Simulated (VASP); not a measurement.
Ni, 2 atoms in the cell. It takes space group Fm-3m (No. 225, cubic). The conventional cell has a = 3.517 Å, b = 3.517 Å, c = 3.517 Å, α = 90.00°, β = 90.00°, γ = 90.00°. Ni (site symmetry m-3m) has 12 Ni at 2.49 Å within 3.3 Å. 

| Property | Result |
| --- | --- |
| Program | VASP 6.6.1 |
| Task | single point |
| Functional | r2SCAN |
| Potentials or basis | VASP PAW PBE potentials, release 64 (Ni) |
| Cutoff | 520 eV |
| k mesh | 6 × 12 × 12 |
| Occupations | gaussian, width 0.1 eV |
| Spin | collinear spin, antiferromagnetic start |
| Starting moments | [0.8, -0.8] μB |
| Dipole correction | no |
| Further INCAR settings | ALGO = Normal; EDIFF = 1e-07; NBANDS = 21 |

Potentials or basis: VASP PAW PBE potentials, release 64 (Ni).

Run with:

```console
$ cat potpaw_PBE.64/Ni/POTCAR > POTCAR
$ cp INCAR.step1 INCAR
$ mpirun -np 1 vasp_std > vasp.out
$ cp INCAR.step2 INCAR
$ mpirun -np 1 vasp_std > vasp.out
```

Hardware: 1 thread of Intel(R) Xeon(R) Platinum 8488C (Sapphire Rapids), with other jobs on the host.

Problem. How long does it take, and how much memory?

Solution. Run time: 3.5 min on 1 thread of Intel(R) Xeon(R) Platinum 8488C (Sapphire Rapids), with other jobs on the host, peak memory 0.19 GiB. Counts: k points 98.
